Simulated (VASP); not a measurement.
AlH2: relaxation of cell and atoms with PBE

Crystal: AlH2.

```
Al H
1.0
     3.13730    0.00000    0.00000
    -1.56865    2.71698    0.00000
     0.00000    0.00000    3.68664
Al H
1 2
Direct
  0.66667 0.33333 0.00000
  0.33333 0.66667 0.17254
  0.33333 0.66667 0.82746
```

| Item | Value |
| --- | --- |
| Program | VASP 6.6.1 |
| Task | relaxation of cell and atoms |
| Functional | PBE |
| Potentials or basis | VASP PAW PBE potentials, release 64 (Al, H) |
| Cutoff | 600 eV |
| k mesh | 6 × 6 × 6 |
| Occupations | gaussian, width 0.1 eV |
| Spin | no spin polarisation |
| Dipole correction | no |
| Further INCAR settings | ALGO = Normal; EDIFF = 1e-07; IBRION = 2; EDIFFG = -0.04; NSW = 90; ISIF = 3 |

- Relaxed volume: 12.04 Å³/atom
- Relaxed cell: a = 2.658 Å, b = 2.658 Å, c = 5.901 Å, α = 90.00°, β = 90.00°, γ = 120.00°
- Space group after relaxing (to 0.05 Å): P-6m2 (No. 187)
- Energy gained by relaxing: 531.6 meV/atom
- Ionic steps: 59
- Pressure after relaxing: 0.0 GPa
- Largest force after relaxing: 0.026 eV/Å

Forces in eV/Å, atoms in the order of the input:
```
Al   0.000  0.000  0.000
H    0.000  0.000  0.026
H    0.000  0.000 -0.026
```

Stress tensor (GPa, compression positive):
```
-0.22  0.00  0.00
 0.00 -0.22  0.00
 0.00  0.00  0.51
```

Step by step:
```csv
step,energy change (eV),largest force (eV/Å),pressure (GPa),volume (Å³)
1,0.0000,1.6969,0.20,31.42
3,-1.0389,0.6665,-6.91,31.54
5,-1.1693,0.0340,2.78,25.27
7,-1.1877,0.0283,1.39,25.73
9,-1.1915,0.0479,0.02,26.19
11,-1.1922,0.0662,-0.06,26.30
13,-1.2045,0.1479,0.24,27.07
15,-1.2224,0.3929,3.61,28.45
17,-1.2248,0.2038,2.68,28.20
19,-1.2251,0.2348,2.82,28.26
21,-1.2254,0.2748,3.00,28.36
23,-1.2277,0.2603,2.91,28.47
25,-1.2372,0.1728,2.60,28.92
27,-1.2846,0.1635,1.21,30.75
29,-1.1712,3.7485,2.09,38.69
31,-1.3150,1.2364,1.13,34.21
33,-1.3431,1.0297,0.12,36.27
35,-1.3578,0.5984,-1.22,38.78
37,-1.3745,0.2230,-1.93,37.55
39,-1.3875,0.0903,-1.49,36.48
41,-1.4287,0.5047,1.21,31.90
43,-1.4371,0.2582,2.31,30.96
45,-1.4464,0.0250,1.26,31.41
47,-1.4550,0.3845,-0.26,32.31
49,-1.4928,0.1345,-1.19,34.12
51,-1.5191,0.7112,-1.37,36.75
53,-1.5416,0.3772,-2.08,38.30
55,-1.5623,0.1059,-2.38,40.02
57,-1.5882,0.4901,-1.36,37.04
59,-1.5948,0.0265,0.02,36.11
```

Final structure:
```
Al H
1.0
     2.65827    0.00000    0.00000
    -1.32913    2.30213    0.00000
     0.00000    0.00000    5.90054
Al H
1 2
Direct
  0.66667 0.33333 0.00000
  0.33333 0.66667 0.43501
  0.33333 0.66667 0.56499
```

Levels at points of the mesh, in eV from the Fermi level:
| k point | band 1 | band 2 | band 3 | band 4 | band 5 | band 6 |
| --- | --- | --- | --- | --- | --- | --- |
| (0.00, 0.00, 0.00) | -10.03 | -7.50 | -3.22 | 6.93 | 7.40 | 14.26 |
| (0.50, 0.00, 0.00) | -5.89 | -3.18 | -2.08 | 3.03 | 3.84 | 5.76 |
| (0.00, 0.00, 0.50) | -9.60 | -8.49 | -1.19 | 2.15 | 13.84 | 13.85 |
| (0.50, 0.00, 0.50) | -5.76 | -3.45 | -2.18 | 2.71 | 5.03 | 7.38 |

It took 3.3 min on 1 thread of AMD EPYC 9R14 (Zen 4), with other jobs on the host, peak memory 0.13 GiB.

Caveat: the k points lie up to 0.45 Å⁻¹ apart in the final cell.
